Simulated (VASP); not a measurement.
Write the native input for VASP 6.6.1 that does the following.

```yaml
Task: single point
Functional: PBE
Potentials_or_basis: VASP PAW PBE potentials, release 64 (Pt, F)
Cutoff: 520 eV
k_mesh: 6 × 6 × 6
Occupations: gaussian, width 0.1 eV
Spin: no spin polarisation
Dipole_correction: no
Further_INCAR_settings: ALGO = Normal; EDIFF = 1e-06; NBANDS = 20
```

The structure of Pt2F lies in POSCAR:

```
Pt2F
1.0
    1.4188799884      0.8191907432      5.4936885482
   -1.4188799884      0.8191907432      5.4936885482
    0.0000000000     -1.6383814864      5.4936885482
Pt F
2 1
Direct
    0.7484000000      0.7484000000      0.7484000000
    0.5849000000      0.5849000000      0.5849000000
    0.0000000000      0.0000000000      0.0000000000
```

These files were run (other wordings do the same):

INCAR

```
  PREC = Accurate
  ENCUT = 520
  EDIFF = 1E-6
  ISMEAR = 0
  SIGMA = 0.1
  LREAL = False
  LASPH = True
  NELM = 80
  ALGO = Normal
  ISIF = 2
  LWAVE = False
  LCHARG = False
  GGA = PE
  NBANDS = 20
```

KPOINTS

```
Automatic mesh
0
Gamma
  6 6 6
```

Potentials or basis: VASP PAW PBE potentials, release 64 (Pt, F).

Launch:

```sh
$ cat potpaw_PBE.64/Pt/POTCAR potpaw_PBE.64/F/POTCAR > POTCAR
$ mpirun -np 1 vasp_std > vasp.out
```

Results of the run:

| Item | Value |
| --- | --- |
| Pressure | 55.4 GPa |
| Largest force | 8.248 eV/Å |

Caveat: the k points lie up to 0.43 Å⁻¹ apart; an odd number of electrons without spin polarisation forces a metal; a magnetic or distorted state may lie lower.

It took 120 s on 1 thread of Oxide Virtual Turin-like Processor, with other jobs on the host, peak memory 0.28 GiB.
